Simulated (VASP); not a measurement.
Input of a VASP 6.6.1 run:

Contents of INCAR:

```
PREC = Accurate
ENCUT = 520
EDIFF = 1E-6
ISMEAR = -1
SIGMA = 0.1
LREAL = False
LASPH = True
NELM = 100
ALGO = Normal
ISIF = 2
LWAVE = False
LCHARG = True
GGA = CA
LELF = True
LVHAR = True
NBANDS = 36
```

Contents of KPOINTS:

```
regular mesh
0
Gamma
  5 5 5
```

File POSCAR:

```
Sn3Bi
1.0
    0.0000000000      3.7793361740      3.7793361740
    3.7793361740      0.0000000000      3.7793361740
    3.7793361740      3.7793361740      0.0000000000
Sn Bi
3 1
Direct
    0.0000000000      0.0000000000      0.0000000000
    0.2500000000      0.2500000000      0.2500000000
    0.7500000000      0.7500000000      0.7500000000
    0.5000000000      0.5000000000      0.5000000000
```

Potentials or basis: VASP PAW LDA potentials, release 64 (Sn_d, Bi_d).

The run is started by

```sh
$ cat potpaw_LDA.64/Sn_d/POTCAR potpaw_LDA.64/Bi_d/POTCAR > POTCAR
$ mpirun -np 1 vasp_std > vasp.out
```

**Question.** Predict the pressure.

**Answer.** -0.4 GPa.
